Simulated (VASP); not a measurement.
# NaI (Fm-3m) in VASP: notebook, part 2 of 2

VASP 6.6.1. The steps go on from the part before.

## 4. Electric field gradients, PBE

This run uses another cell than the first one, of 33.90 Å³/atom.

Input file INCAR:

```
SYSTEM = NaI
  PREC = Accurate
  ENCUT = 520
  EDIFF = 1E-8
  ISMEAR = -1
  SIGMA = 0.01
  LREAL = .FALSE.
  LASPH = .TRUE.
  NELM = 100
  ALGO = Normal
  ISIF = 2
  LWAVE = .FALSE.
  LCHARG = .FALSE.
  GGA = PE
  LEFG = .TRUE.
  NBANDS = 14
```

Input file KPOINTS:

```
Automatic mesh
0
G
  7 7 7
  0 0 0
```

Input file POSCAR:

```
NaI
1.0
    0.0000000000      3.2364000000      3.2364000000
    3.2364000000      0.0000000000      3.2364000000
    3.2364000000      3.2364000000      0.0000000000
Na I
1 1
Direct
    0.0000000000      0.0000000000      0.0000000000
    0.5000000000      0.5000000000      0.5000000000
```

Potentials or basis: VASP PAW PBE potentials, release 64 (Na_pv, I).

Started as:

```sh
$ cat potpaw_PBE.64/Na_pv/POTCAR potpaw_PBE.64/I/POTCAR > POTCAR
$ mpirun -np 1 vasp_std > vasp.out
```

OUTCAR:

```text
SYSTEM = NaI
   PREC = Accurate
   ENCUT = 520
   EDIFF = 1E-8
   ISMEAR = -1
   LREAL = .FALSE.
   LASPH = .TRUE.
   NELM = 100
   ISIF = 2
   GGA = PE

 ion  position               nearest neighbor table
   1  0.000  0.000  0.000-
   2  0.500  0.500  0.500-

  LATTYP: Found a face centered cubic cell.
 ALAT       =     6.4728000000

  Lattice vectors:

 A1 = (   0.0000000000,   3.2364000000,   3.2364000000)
 A2 = (   3.2364000000,   0.0000000000,   3.2364000000)
 A3 = (   3.2364000000,   3.2364000000,   0.0000000000)

Analysis of symmetry for initial positions (statically):
=====================================================================
 Subroutine PRICEL returns:
 Original cell was already a primitive cell.

 Routine SETGRP: Setting up the symmetry group for a
 face centered cubic supercell.

[... 520 lines left out ...]
  energy-cutoff  :      520.00
  volume of cell :       67.80
      direct lattice vectors                 reciprocal lattice vectors
     0.000000000  3.236400000  3.236400000    -0.154492646  0.154492646  0.154492646
     3.236400000  0.000000000  3.236400000     0.154492646 -0.154492646  0.154492646
     3.236400000  3.236400000  0.000000000     0.154492646  0.154492646 -0.154492646

 POSITION                                       TOTAL-FORCE (eV/Angst)
 -----------------------------------------------------------------------------------
      0.00000      0.00000      0.00000        -0.000000     -0.000000      0.000000
      3.23640      3.23640      3.23640         0.000000      0.000000     -0.000000
 -----------------------------------------------------------------------------------
    total drift:                                0.000000      0.000000      0.000000

  FREE ENERGIE OF THE ION-ELECTRON SYSTEM (eV)
  ---------------------------------------------------
  free  energy   TOTEN  =        -5.3850540946 eV

  energy  without entropy=       -5.3850540946  energy(sigma->0) =       -5.38505409

 Electric field gradients (V/A^2)
---------------------------------------------------------------------
 ion       V_xx      V_yy      V_zz      V_xy      V_xz      V_yz
---------------------------------------------------------------------
   1       0.000    -0.000     0.000     0.003     0.003     0.003
   2      -0.000     0.000    -0.000    -0.000    -0.000    -0.000
---------------------------------------------------------------------

 Electric field gradients after diagonalization (V/A^2)
 (convention: |V_zz| > |V_xx| > |V_yy|)
----------------------------------------------------------------------
 ion       V_xx      V_yy      V_zz     asymmetry (V_yy - V_xx)/ V_zz
----------------------------------------------------------------------
   1      -0.003    -0.003     0.007       0.000
   2       0.000     0.000    -0.001       0.000
----------------------------------------------------------------------

           NMR quadrupolar parameters

 Cq : quadrupolar parameter    Cq=e*Q*V_zz/h
 eta: asymmetry parameters     (V_yy - V_xx)/ V_zz
 Q  : nuclear electric quadrupole moment in mb (millibarn)
----------------------------------------------------------------------
 ion       Cq(MHz)       eta       Q (mb)
----------------------------------------------------------------------
   1       0.000       0.000       1.000
   2      -0.000       0.000       1.000
----------------------------------------------------------------------
```

It took 30 s on 1 thread of Intel Xeon 8259CL, shared host; peak memory 0.21 GiB.

Results:

| Quantity | Value |
| --- | --- |
| Free energy | -5.3851 eV |
| Pressure | 0.4 GPa |
| Band gap on the k mesh | 3.64 eV |
| Largest electric field gradient by atom | zero within the noise of the run |

Caveat: spin-orbit coupling is left out, which moves the levels of the heavy elements. PBE gaps usually lie below the measured ones, often by a third to a half.

## 5. Electric field gradients, PBE (33.22 Å³/atom)

This run uses another cell than the first one, of 33.22 Å³/atom.

Input file INCAR:

```
SYSTEM = NaI
ALGO = Normal
EDIFF = 1E-8
ENCUT = 520
GGA = PE
ISIF = 2
ISMEAR = -1
LASPH = .TRUE.
LCHARG = .FALSE.
LEFG = .TRUE.
LREAL = .FALSE.
LWAVE = .FALSE.
NBANDS = 14
NELM = 100
PREC = Accurate
SIGMA = 0.01
```

Input file KPOINTS:

```
k-points
0
G
  7 7 7
  0 0 0
```

Input file POSCAR:

```
NaI
1.0
    0.0000000000      3.2146785402      3.2146785402
    3.2146785402      0.0000000000      3.2146785402
    3.2146785402      3.2146785402      0.0000000000
Na I
1 1
Direct
    0.0000000000      0.0000000000      0.0000000000
    0.5000000000      0.5000000000      0.5000000000
```

Potentials or basis: VASP PAW PBE potentials, release 64 (Na_pv, I).

Started as:

```sh
$ cat potpaw_PBE.64/Na_pv/POTCAR potpaw_PBE.64/I/POTCAR > POTCAR
$ mpirun -np 1 vasp_std > vasp.out
```

OUTCAR:

```text
SYSTEM = NaI
   EDIFF = 1E-8
   ENCUT = 520
   GGA = PE
   ISIF = 2
   ISMEAR = -1
   LASPH = .TRUE.
   LREAL = .FALSE.
   NELM = 100
   PREC = Accurate

 ion  position               nearest neighbor table
   1  0.000  0.000  0.000-
   2  0.500  0.500  0.500-

  LATTYP: Found a face centered cubic cell.
 ALAT       =     6.4293570804

  Lattice vectors:

 A1 = (   0.0000000000,   3.2146785402,   3.2146785402)
 A2 = (   3.2146785402,   0.0000000000,   3.2146785402)
 A3 = (   3.2146785402,   3.2146785402,   0.0000000000)

Analysis of symmetry for initial positions (statically):
=====================================================================
 Subroutine PRICEL returns:
 Original cell was already a primitive cell.

 Routine SETGRP: Setting up the symmetry group for a
 face centered cubic supercell.

[... 520 lines left out ...]
  energy-cutoff  :      520.00
  volume of cell :       66.44
      direct lattice vectors                 reciprocal lattice vectors
     0.000000000  3.214678540  3.214678540    -0.155536547  0.155536547  0.155536547
     3.214678540  0.000000000  3.214678540     0.155536547 -0.155536547  0.155536547
     3.214678540  3.214678540  0.000000000     0.155536547  0.155536547 -0.155536547

 POSITION                                       TOTAL-FORCE (eV/Angst)
 -----------------------------------------------------------------------------------
      0.00000      0.00000      0.00000        -0.000000      0.000000     -0.000000
      3.21468      3.21468      3.21468         0.000000     -0.000000      0.000000
 -----------------------------------------------------------------------------------
    total drift:                                0.000000      0.000000      0.000000

  FREE ENERGIE OF THE ION-ELECTRON SYSTEM (eV)
  ---------------------------------------------------
  free  energy   TOTEN  =        -5.3798246587 eV

  energy  without entropy=       -5.3798246587  energy(sigma->0) =       -5.37982466

 Electric field gradients (V/A^2)
---------------------------------------------------------------------
 ion       V_xx      V_yy      V_zz      V_xy      V_xz      V_yz
---------------------------------------------------------------------
   1       0.000     0.000    -0.000     0.003     0.003     0.003
   2      -0.000    -0.000     0.000    -0.000    -0.000    -0.000
---------------------------------------------------------------------

 Electric field gradients after diagonalization (V/A^2)
 (convention: |V_zz| > |V_xx| > |V_yy|)
----------------------------------------------------------------------
 ion       V_xx      V_yy      V_zz     asymmetry (V_yy - V_xx)/ V_zz
----------------------------------------------------------------------
   1      -0.003    -0.003     0.007       0.000
   2       0.000     0.000    -0.000       0.000
----------------------------------------------------------------------

           NMR quadrupolar parameters

 Cq : quadrupolar parameter    Cq=e*Q*V_zz/h
 eta: asymmetry parameters     (V_yy - V_xx)/ V_zz
 Q  : nuclear electric quadrupole moment in mb (millibarn)
----------------------------------------------------------------------
 ion       Cq(MHz)       eta       Q (mb)
----------------------------------------------------------------------
   1       0.000       0.000       1.000
   2      -0.000       0.000       1.000
----------------------------------------------------------------------
```

OSZICAR:

```text
N       E                     dE             d eps       ncg     rms          rms(c)
DAV:   1     0.822276439626E+02    0.82228E+02   -0.66254E+03   560   0.910E+02
DAV:   2     0.146870938480E+01   -0.80759E+02   -0.74715E+02   572   0.220E+02
DAV:   3    -0.527187046432E+01   -0.67406E+01   -0.66948E+01   746   0.607E+01
DAV:   4    -0.544018566487E+01   -0.16832E+00   -0.16827E+00   668   0.998E+00
DAV:   5    -0.544475596482E+01   -0.45703E-02   -0.45702E-02   758   0.156E+00    0.164E+00
DAV:   6    -0.538611211728E+01    0.58644E-01   -0.68257E-02   650   0.152E+00    0.112E+00
DAV:   7    -0.537786898165E+01    0.82431E-02   -0.62980E-02   710   0.130E+00    0.606E-01
DAV:   8    -0.537984485041E+01   -0.19759E-02   -0.51720E-03   644   0.571E-01    0.178E-01
DAV:   9    -0.537981018026E+01    0.34670E-04   -0.21129E-04   680   0.127E-01    0.369E-02
DAV:  10    -0.537982335921E+01   -0.13179E-04   -0.33955E-05   674   0.596E-02    0.106E-02
DAV:  11    -0.537982431600E+01   -0.95678E-06   -0.40905E-06   716   0.193E-02    0.189E-03
DAV:  12    -0.537982462663E+01   -0.31064E-06   -0.55761E-07   626   0.501E-03    0.961E-04
DAV:  13    -0.537982465657E+01   -0.29934E-07   -0.10586E-08   746   0.919E-04    0.367E-04
DAV:  14    -0.537982465873E+01   -0.21644E-08   -0.94100E-09   656   0.598E-04
   1 F= -.53798247E+01 E0= -.53798247E+01  d E =-.999846E-11
```

Wall time 27 s (1 thread of Intel Xeon 8259CL, shared host); peak memory 0.21 GiB.

Results:

* Free energy: -5.3798 eV
* Pressure: 0.8 GPa
* Band gap on the k mesh: 3.70 eV
* Largest electric field gradient by atom: zero within the noise of the run

Levels at points of the mesh, in eV from the valence-band top:
```csv
k point,band 5,band 6,band 7,band 8,band 9,band 10
"(0.00, 0.00, 0.00)",0.00,0.00,0.00,3.70,7.93,7.93
```

Caveat: spin-orbit coupling is left out, which moves the levels of the heavy elements.

## 6. Electric field gradients, PBE (34.58 Å³/atom)

This run uses another cell than the first one, of 34.58 Å³/atom.

Input file INCAR:

```
SYSTEM = NaI
PREC = Accurate
ENCUT = 520
EDIFF = 1E-8
ISMEAR = -1
SIGMA = 0.01
LREAL = .FALSE.
LASPH = .TRUE.
NELM = 100
ALGO = Normal
ISIF = 2
LWAVE = .FALSE.
LCHARG = .FALSE.
GGA = PE
LEFG = .TRUE.
NBANDS = 14
```

Input file KPOINTS:

```
regular mesh
0
G
  7 7 7
  0 0 0
```

Input file POSCAR:

```
NaI
1.0
    0.0000000000      3.2578337372      3.2578337372
    3.2578337372      0.0000000000      3.2578337372
    3.2578337372      3.2578337372      0.0000000000
Na I
1 1
Direct
    0.0000000000      0.0000000000      0.0000000000
    0.5000000000      0.5000000000      0.5000000000
```

Potentials or basis: VASP PAW PBE potentials, release 64 (Na_pv, I).

Started as:

```sh
$ cat potpaw_PBE.64/Na_pv/POTCAR potpaw_PBE.64/I/POTCAR > POTCAR
$ mpirun -np 1 vasp_std > vasp.out
```

OUTCAR:

```text
SYSTEM = NaI
   PREC = Accurate
   ENCUT = 520
   EDIFF = 1E-8
   ISMEAR = -1
   LREAL = .FALSE.
   LASPH = .TRUE.
   NELM = 100
   ISIF = 2
   GGA = PE

 ion  position               nearest neighbor table
   1  0.000  0.000  0.000-
   2  0.500  0.500  0.500-

  LATTYP: Found a face centered cubic cell.
 ALAT       =     6.5156674744

  Lattice vectors:

 A1 = (   0.0000000000,   3.2578337372,   3.2578337372)
 A2 = (   3.2578337372,   0.0000000000,   3.2578337372)
 A3 = (   3.2578337372,   3.2578337372,   0.0000000000)

[... 542 lines left out ...]
  FREE ENERGIE OF THE ION-ELECTRON SYSTEM (eV)
  ---------------------------------------------------
  free  energy   TOTEN  =        -5.3873609812 eV

  energy  without entropy=       -5.3873609812  energy(sigma->0) =       -5.38736098

 Electric field gradients (V/A^2)
---------------------------------------------------------------------
 ion       V_xx      V_yy      V_zz      V_xy      V_xz      V_yz
---------------------------------------------------------------------
   1      -0.000    -0.000     0.000     0.003     0.003     0.003
   2      -0.000     0.000     0.000    -0.000    -0.000    -0.000
---------------------------------------------------------------------

 Electric field gradients after diagonalization (V/A^2)
 (convention: |V_zz| > |V_xx| > |V_yy|)
----------------------------------------------------------------------
 ion       V_xx      V_yy      V_zz     asymmetry (V_yy - V_xx)/ V_zz
----------------------------------------------------------------------
   1      -0.003    -0.003     0.006       0.000
   2       0.000     0.000    -0.001       0.000
----------------------------------------------------------------------

           NMR quadrupolar parameters

 Cq : quadrupolar parameter    Cq=e*Q*V_zz/h
 eta: asymmetry parameters     (V_yy - V_xx)/ V_zz
 Q  : nuclear electric quadrupole moment in mb (millibarn)
----------------------------------------------------------------------
 ion       Cq(MHz)       eta       Q (mb)
----------------------------------------------------------------------
   1       0.000       0.000       1.000
   2      -0.000       0.000       1.000
----------------------------------------------------------------------
```

OSZICAR:

```text
N       E                     dE             d eps       ncg     rms          rms(c)
DAV:   1     0.820114981202E+02    0.82011E+02   -0.67018E+03   560   0.889E+02
DAV:   2     0.150776892071E+01   -0.80504E+02   -0.74380E+02   608   0.220E+02
DAV:   3    -0.527931151627E+01   -0.67871E+01   -0.67449E+01   722   0.620E+01
DAV:   4    -0.545421848853E+01   -0.17491E+00   -0.17487E+00   730   0.994E+00
DAV:   5    -0.545792360234E+01   -0.37051E-02   -0.37051E-02   780   0.140E+00    0.161E+00
DAV:   6    -0.539426387822E+01    0.63660E-01   -0.74439E-02   674   0.157E+00    0.109E+00
DAV:   7    -0.538520574471E+01    0.90581E-02   -0.66426E-02   692   0.131E+00    0.610E-01
DAV:   8    -0.538738213030E+01   -0.21764E-02   -0.56002E-03   632   0.585E-01    0.177E-01
DAV:   9    -0.538734475432E+01    0.37376E-04   -0.20852E-04   674   0.124E-01    0.410E-02
DAV:  10    -0.538735943149E+01   -0.14677E-04   -0.36173E-05   662   0.598E-02    0.960E-03
DAV:  11    -0.538736057228E+01   -0.11408E-05   -0.38333E-06   734   0.181E-02    0.186E-03
DAV:  12    -0.538736093482E+01   -0.36254E-06   -0.55615E-07   638   0.543E-03    0.909E-04
DAV:  13    -0.538736098021E+01   -0.45389E-07   -0.12542E-08   770   0.786E-04    0.256E-04
DAV:  14    -0.538736098121E+01   -0.10082E-08   -0.77076E-09   626   0.515E-04
   1 F= -.53873610E+01 E0= -.53873610E+01  d E =-.304278E-15
```

It took 39 s on 1 thread of Intel Xeon 8259CL, shared host; peak memory 0.21 GiB.

Results:

| Quantity | Value |
| --- | --- |
| Free energy | -5.3874 eV |
| Pressure | 0.1 GPa |
| Band gap on the k mesh | 3.59 eV |
| Largest electric field gradient by atom | zero within the noise of the run |

Levels at points of the mesh, in eV from the valence-band top:
| k point | band 5 | band 6 | band 7 | band 8 | band 9 | band 10 |
| --- | --- | --- | --- | --- | --- | --- |
| (0.00, 0.00, 0.00) | 0.00 | 0.00 | 0.00 | 3.59 | 7.93 | 7.93 |

Caveat: spin-orbit coupling is left out, which moves the levels of the heavy elements.

## 7. Overview

```csv
cell,gap on the mesh (eV),pressure (GPa)
"a = 4.484 Å, angles 60.0°, 2 atoms",3.81,1.6
"a = 4.577 Å, angles 60.0°, 2 atoms",3.64,0.4
"a = 4.546 Å, angles 60.0°, 2 atoms",3.70,0.8
"a = 4.607 Å, angles 60.0°, 2 atoms",3.59,0.1
```

Alike in all rows: task electric field gradients; level PBE; potentials or basis VASP PAW PBE potentials, release 64 (Na_pv, I); no spin polarisation; k mesh 7 × 7 × 7; cutoff (eV) 520; smearing fermi-dirac 0.01 eV.

Caveats: spin-orbit coupling is left out, which moves the levels of the heavy elements.

Total energies depend on the potentials used, so only differences within one code and one set of settings carry meaning.
